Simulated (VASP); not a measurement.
A run of VASP 6.6.1 is set up as follows.

The input INCAR:

```
SYSTEM = SiBr5
  PREC = Accurate
  ENCUT = 600
  EDIFF = 1E-6
  ISMEAR = 0
  SIGMA = 0.1
  LREAL = .FALSE.
  LASPH = .TRUE.
  NELM = 80
  ALGO = Normal
  ISIF = 3
  LWAVE = .FALSE.
  LCHARG = .FALSE.
  GGA = PE
  IBRION = 2
  NSW = 90
  EDIFFG = -0.04
```

File KPOINTS:

```
regular mesh
0
G
  3 3 4
  0 0 0
```

File POSCAR:

```
SiBr5
1.0
    6.8747874800      0.0000000000      0.0000000000
   -3.4373937400      5.9537406000      0.0000000000
    0.0000000000      0.0000000000      6.0827250300
Si Br
1 5
Direct
    0.0000000000      0.0000000000      0.5000000000
    0.0000000000      0.6075096100      0.0000000000
    0.6075096100      0.0000000000      0.0000000000
    0.3924903900      0.3924903900      0.0000000000
    0.6666666700      0.3333333300      0.5000000000
    0.3333333300      0.6666666700      0.5000000000
```

Potentials or basis: VASP PAW PBE potentials, release 64 (Si, Br).

Launch:

```sh
$ cat potpaw_PBE.64/Si/POTCAR potpaw_PBE.64/Br/POTCAR > POTCAR
$ mpirun -np 1 vasp_std > vasp.out
```

**Question.** What does it give for the relaxed cell?

**Answer.** a = 5.256 Å, b = 5.256 Å, c = 7.158 Å, α = 90.00°, β = 90.00°, γ = 120.00°.

**Question.** What does it give for the band gap on the k mesh?

**Answer.** Zero (an odd number of electrons rules out a gap without spin polarisation).

**Question.** Estimate the relaxed volume.

**Answer.** 28.53 Å³/atom.

**Question.** Estimate the space group after relaxing (to 0.1 Å).

**Answer.** P-62m (No. 189).

Forces in eV/Å, atoms in the order of the input:
```
Si   0.000  0.000  0.000
Br   0.012 -0.021  0.000
Br  -0.025  0.000  0.000
Br   0.012  0.021  0.000
Br   0.000  0.000  0.000
Br   0.000  0.000  0.000
```

Caveat: the volume moved by over 15 % at a fixed basis, so the end points are rough; this functional lacks dispersion, which binds layers or chains, so the pressure and a relaxed spacing across them are unreliable; an odd number of electrons without spin polarisation forces a metal; a magnetic or distorted state may lie lower.
